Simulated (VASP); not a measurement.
# MnO (Fm-3m) in VASP: single point with PBE

Aim: the single point of MnO with PBE.

All numbers are computed with VASP 6.6.1; they aren't measurements. Logs are shortened: lines on timing, memory, paths and dates and some standing lists are left out, and cuts for length are marked.

### 1 The cell of the first run

Symmetry: Fm-3m, No. 225, cubic system. Conventional cell: a = 4.531 Å, b = 4.531 Å, c = 4.531 Å, α = 90.00°, β = 90.00°, γ = 90.00°. Within 3.0 Å of Mn (site symmetry m-3m) lie 6 O at 2.27 Å. Within 3.0 Å of O (site symmetry m-3m) lie 6 Mn at 2.27 Å.

### 2 Single point, PBE, collinear spin, ferromagnetic start (volume scaled by 1.06)

INCAR

```
  PREC = Accurate
  ENCUT = 520
  EDIFF = 1E-6
  ISMEAR = -1
  SIGMA = 0.05
  LREAL = F
  LASPH = T
  NELM = 150
  ALGO = Normal
  ISIF = 2
  LWAVE = F
  LCHARG = F
  ISPIN = 2
  MAGMOM = 4 0
  LORBIT = 11
  LMAXMIX = 4
  GGA = PE
  NBANDS = 20
```

KPOINTS

```
Automatic mesh
0
Gamma
  14 14 14
```

POSCAR

```
MnO
1.0
    0.0000000000      2.2655796914      2.2655796914
    2.2655796914      0.0000000000      2.2655796914
    2.2655796914      2.2655796914      0.0000000000
Mn O
1 1
Direct
    0.0000000000      0.0000000000      0.0000000000
    0.5000000000      0.5000000000      0.5000000000
```

Potentials or basis: VASP PAW PBE potentials, release 64 (Mn_pv, O).

On the command line:

```console
$ cat potpaw_PBE.64/Mn_pv/POTCAR potpaw_PBE.64/O/POTCAR > POTCAR
$ mpirun -np 1 vasp_std > vasp.out
```

OUTCAR:

```text
PREC = Accurate
   ENCUT = 520
   EDIFF = 1E-6
   ISMEAR = -1
   LREAL = F
   LASPH = T
   NELM = 150
   ISIF = 2
   ISPIN = 2
   LORBIT = 11
   GGA = PE

 ion  position               nearest neighbor table
   1  0.000  0.000  0.000-   2 2.27   2 2.27   2 2.27   2 2.27   2 2.27   2 2.27
   2  0.500  0.500  0.500-   1 2.27   1 2.27   1 2.27   1 2.27   1 2.27   1 2.27

  LATTYP: Found a face centered cubic cell.
 ALAT       =     4.5311593828

  Lattice vectors:

 A1 = (   0.0000000000,   2.2655796914,   2.2655796914)
 A2 = (   2.2655796914,   0.0000000000,   2.2655796914)
 A3 = (   2.2655796914,   2.2655796914,   0.0000000000)

Analysis of symmetry for initial positions (statically):
=====================================================================
 Subroutine PRICEL returns:
 Original cell was already a primitive cell.

 Routine SETGRP: Setting up the symmetry group for a
 face centered cubic supercell.

 Subroutine GETGRP returns: Found 48 space group operations
 (whereof 48 operations were pure point group operations)
 out of a pool of 48 trial point group operations.

The static configuration has the point symmetry O_h .

Analysis of symmetry for dynamics (positions and initial velocities):
=====================================================================
 Subroutine PRICEL returns:
 Original cell was already a primitive cell.

 Routine SETGRP: Setting up the symmetry group for a
 face centered cubic supercell.

 Subroutine GETGRP returns: Found 48 space group operations
 (whereof 48 operations were pure point group operations)
 out of a pool of 48 trial point group operations.

The dynamic configuration has the point symmetry O_h .

Analysis of structural, dynamic, and magnetic symmetry:
=====================================================================
 Subroutine PRICEL returns:
 Original cell was already a primitive cell.

 Routine SETGRP: Setting up the symmetry group for a
 face centered cubic supercell.

 Subroutine GETGRP returns: Found 48 space group operations
 (whereof 48 operations were pure point group operations)
 out of a pool of 48 trial point group operations.

The overall configuration has the point symmetry O_h .

 Subroutine INISYM returns: Found 48 space group operations
 (whereof 48 operations are pure point group operations),
[... 106 lines left out ...]
   PSTRESS=    0.0 pullay stress
   NELECT =      19.0000    total number of electrons
   NUPDOWN=      -1.0000    fix difference up-down
   EMIN   =  10.00;   EMAX   =-10.00  energy-range for DOS
   EFERMI =   0.00;   METHOD = LEGACY
   ISMEAR =    -1;   SIGMA  =   0.05  broadening in eV -4-tet -1-fermi 0-gaus
   EFERMI_NEDOS =   21; number of points for ismear=-14 and -15
   IALGO  =     38    algorithm
   IMIX   =      4    mixing-type and parameters
     AMIX     =   0.40;   BMIX     =  1.00
     AMIX_MAG =   1.60;   BMIX_MAG =  1.00
  volume/ion in A,a.u.               =      11.63        78.48
  Fermi-wavevector in a.u.,A,eV,Ry     =   1.530394  2.892026 31.866299  2.342107
  Thomas-Fermi vector in A             =   2.637883
   LORBIT       =     11    0 simple, 1 ext, 2 COOP (PROOUT), +10 PAW based schemes
   GGA     = PE    functional components
   LHFCALC =     F    Hartree Fock is set to
   AEXX    =    0.0000 exact exchange contribution
   IVDW    =     0    specifies the selected vdW correction
   LEPSILON=     F    determine dielectric tensor
   LRPA    =     F    only Hartree local field effects (RPA)
 spin polarized calculation
  energy-cutoff  :      520.00
  volume of cell :       23.26
 maximum number of plane-waves:       637
   NGX = 11   NGY = 11   NGZ = 11

 number of electron      19.0000004 magnetization       4.8919333

 Free energy of the ion-electron system (eV)
  ---------------------------------------------------
  ext. energy  EPLUGINS =         0.00000000
  ---------------------------------------------------
  free energy    TOTEN  =       -16.38304571 eV

  energy without entropy =      -16.37659526  energy(sigma->0) =      -16.37982048

 E-fermi :   6.7973     XC(G=0): -11.5399

 val. band max:        6.7936880389   @ k =  -0.3571   0.0714   0.0000
 cond. band min:       6.8055915572   @ k =   0.4286   0.0000   0.0000
 fundamental gap:      0.0119035183
 Fermi energy:         6.7973343763

 spin component 1

 k-point     1 :       0.0000    0.0000    0.0000
  band No.  band energies     occupation
      1     -43.5698      1.00000
      2     -43.5698      1.00000
      3     -43.5698      1.00000
      4     -12.9300      1.00000
      5       3.3783      1.00000
      6       3.3783      1.00000
[... 541 lines left out ...]
     19      28.3113      0.00000
     20      31.0369      0.00000

 [... further k-points ...]

 spin component 2

 k-point     1 :       0.0000    0.0000    0.0000
  band No.  band energies     occupation
      1     -38.8048      1.00000
      2     -38.8048      1.00000
      3     -38.8048      1.00000
      4     -12.4877      1.00000
      5       3.7666      1.00000
      6       3.7666      1.00000
[... 541 lines left out ...]
     19      29.7747      0.00000
     20      32.4729      0.00000

 [... further k-points ...]
[... 5 lines left out ...]
  --------------------------------------------------------------------------------------
  -------------------------------------------------------------------------------------
  Total       -0.8458565     -0.8458565     -0.8458565      0.0000000      0.0000000     -0.0000000
  in kB      -58.2692259    -58.2692259    -58.2692259      0.0000000      0.0000000     -0.0000000
  external PRESSURE =     -58.2692259 kB  Pullay stress =       0.0000000 kB

 VOLUME and BASIS-vectors are now :
 -----------------------------------------------------------------------------
  energy-cutoff  :      520.00
  volume of cell :       23.26
      direct lattice vectors                 reciprocal lattice vectors
     0.000000000  2.265579691  2.265579691    -0.220694069  0.220694069  0.220694069
     2.265579691  0.000000000  2.265579691     0.220694069 -0.220694069  0.220694069
     2.265579691  2.265579691  0.000000000     0.220694069  0.220694069 -0.220694069

 POSITION                                       TOTAL-FORCE (eV/Angst)
 -----------------------------------------------------------------------------------
      0.00000      0.00000      0.00000         0.000000      0.000000      0.000000
      2.26558      2.26558      2.26558        -0.000000      0.000000      0.000000
 -----------------------------------------------------------------------------------
    total drift:                                0.000000     -0.000000     -0.000000

  FREE ENERGIE OF THE ION-ELECTRON SYSTEM (eV)
  ---------------------------------------------------
  free  energy   TOTEN  =       -16.3830457065 eV

  energy  without entropy=      -16.3765952594  energy(sigma->0) =      -16.37982048

 total charge

# of ion       s       p       d       tot
------------------------------------------
    1        0.195   6.159   4.944  11.298
    2        1.561   3.394   0.000   4.955
--------------------------------------------------
tot          1.756   9.553   4.944  16.252

 magnetization (x)

# of ion       s       p       d       tot
------------------------------------------
    1        0.036   0.025   4.364   4.424
    2        0.029   0.178   0.000   0.207
--------------------------------------------------
tot          0.064   0.203   4.364   4.632
```

It took 34 s on 1 thread of Intel Xeon 6975P-C (Granite Rapids), shared host; peak memory 0.19 GiB.

What came out:

```yaml
Free_energy: -16.3830 eV
Pressure: -5.8 GPa
Net_moment: 4.89 μB per cell
Site_moments: Mn +4.42; O +0.21 μB
Valence_electrons_inside_the_program's_atomic_spheres: Mn 11.30; O 4.96
```

Caveat: a cell with one magnetic atom can't hold antiferromagnetic order, which such compounds often take; semilocal functionals often make such compounds metallic where correlation or magnetic order opens a gap, which also shifts bond lengths.
